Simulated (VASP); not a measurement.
A run of VASP 6.6.1 is set up as follows.

Contents of POSCAR:

```
HfO2
1.0
    0.0000000000      2.5291823181      2.5291823181
    2.5291823181      0.0000000000      2.5291823181
    2.5291823181      2.5291823181      0.0000000000
Hf O
1 2
Direct
    0.0000000000      0.0000000000      0.0000000000
    0.2500000000      0.2500000000      0.2500000000
    0.7500000000      0.7500000000      0.7500000000
```

The input INCAR.step1:

```
SYSTEM = HfO2
  PREC = Accurate
  ENCUT = 520
  ISMEAR = 0
  SIGMA = 0.01
  LREAL = .FALSE.
  LASPH = .TRUE.
  NELM = 80
  NBANDS = 18
  GGA = PE
  ALGO = Normal
  EDIFF = 1E-4
  LWAVE = .TRUE.
  LCHARG = .FALSE.
```

The input INCAR.step2:

```
SYSTEM = HfO2
  PREC = Accurate
  ENCUT = 520
  EDIFF = 1E-6
  ISMEAR = 0
  SIGMA = 0.01
  LREAL = .FALSE.
  LASPH = .TRUE.
  NELM = 80
  ALGO = Normal
  ISIF = 2
  LWAVE = .FALSE.
  LCHARG = .TRUE.
  METAGGA = R2SCAN
  LMIXTAU = .TRUE.
  LELF = .TRUE.
  LVHAR = .TRUE.
  NBANDS = 18
  ISTART = 1
```

File KPOINTS:

```
Automatic mesh
0
G
  8 8 8
  0 0 0
```

Potentials or basis: VASP PAW PBE potentials, release 64 (Hf_pv, O).

Launch:

```console
$ cat potpaw_PBE.64/Hf_pv/POTCAR potpaw_PBE.64/O/POTCAR > POTCAR
$ cp INCAR.step1 INCAR
$ mpirun -np 1 vasp_std > vasp.out
$ cp INCAR.step2 INCAR
$ mpirun -np 1 vasp_std > vasp.out
```

(1) Predict the pressure.

(2) Predict the band gap on the k mesh.

## Answers

(1) -3.9 GPa.

(2) 4.32 eV, direct.

Caveat: the PAW data sets were made with another functional, which shifts forces and pressure a little; spin-orbit coupling is left out, which moves the levels of the heavy elements.
